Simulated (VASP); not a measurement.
**CdS5: single point with PBE**

The system is CdS5.

```
Cd S
1.0
     4.57824    0.00000    0.00000
     0.00000    5.06079    0.00000
     0.00000    0.00000   15.87226
Cd S
2 10
Direct
  0.00000 0.00000 0.00877
  0.50000 0.50000 0.99123
  0.41461 0.67882 0.29983
  0.58539 0.32118 0.29983
  0.91561 0.32050 0.40247
  0.08439 0.67950 0.40247
  0.91461 0.82118 0.70017
  0.08539 0.17882 0.70017
  0.41561 0.17950 0.59753
  0.58439 0.82050 0.59753
  0.50000 0.00000 0.93257
  0.00000 0.50000 0.06743
```

* Program: VASP 6.6.1
* Task: single point
* Functional: PBE
* Potentials or basis: VASP PAW PBE potentials, release 64 (Cd_sv_GW, S)
* Cutoff: 630 eV
* k mesh: 4 × 4 × 2
* Occupations: gaussian, width 0.2 eV
* Spin: no spin polarisation

```
Pressure               : -0.1 GPa
Largest force          : 0.178 eV/Å
Band gap on the k mesh : 1.16 eV (least direct gap 1.65 eV)
```

Forces in eV/Å, atoms in the order of the input:
```
Cd   0.000  0.000  0.007
Cd   0.000  0.000 -0.007
S    0.043 -0.148  0.054
S   -0.043  0.148  0.054
S    0.019  0.169 -0.054
S   -0.019 -0.169 -0.054
S    0.043  0.148 -0.054
S   -0.043 -0.148 -0.054
S    0.019 -0.169  0.054
S   -0.019  0.169  0.054
S    0.000  0.000  0.001
S    0.000  0.000 -0.001
```

Stress tensor (GPa, compression positive):
```
-0.23  0.00  0.00
 0.00 -0.17  0.00
 0.00  0.00  0.02
```

Levels at points of the mesh, in eV from the valence-band top:
```csv
k point,band 47,band 48,band 49,band 50,band 51,band 52,band 53,band 54
"(0.00, 0.00, 0.00)",-0.69,-0.66,-0.64,-0.57,1.16,1.59,2.16,2.18
"(0.50, 0.00, 0.00)",-1.03,-1.03,-0.89,-0.89,2.08,2.08,2.89,2.89
"(0.00, 0.50, 0.00)",-0.65,-0.65,0.00,0.00,1.65,1.65,2.24,2.24
"(0.50, 0.50, 0.00)",-0.88,-0.88,-0.83,-0.83,2.77,2.77,2.78,2.78
"(0.00, 0.00, 0.50)",-0.72,-0.65,-0.64,-0.57,1.16,1.57,2.16,2.23
"(0.50, 0.00, 0.50)",-1.10,-1.10,-0.85,-0.85,2.08,2.08,2.89,2.89
"(0.00, 0.50, 0.50)",-0.66,-0.66,0.00,0.00,1.65,1.65,2.25,2.25
"(0.50, 0.50, 0.50)",-0.88,-0.88,-0.83,-0.83,2.77,2.77,2.78,2.78
```

It took 10 min on 1 thread of Intel(R) Xeon(R) Platinum 8488C (Sapphire Rapids), on a shared host, peak memory 0.81 GiB.

A k mesh can miss the band edges.
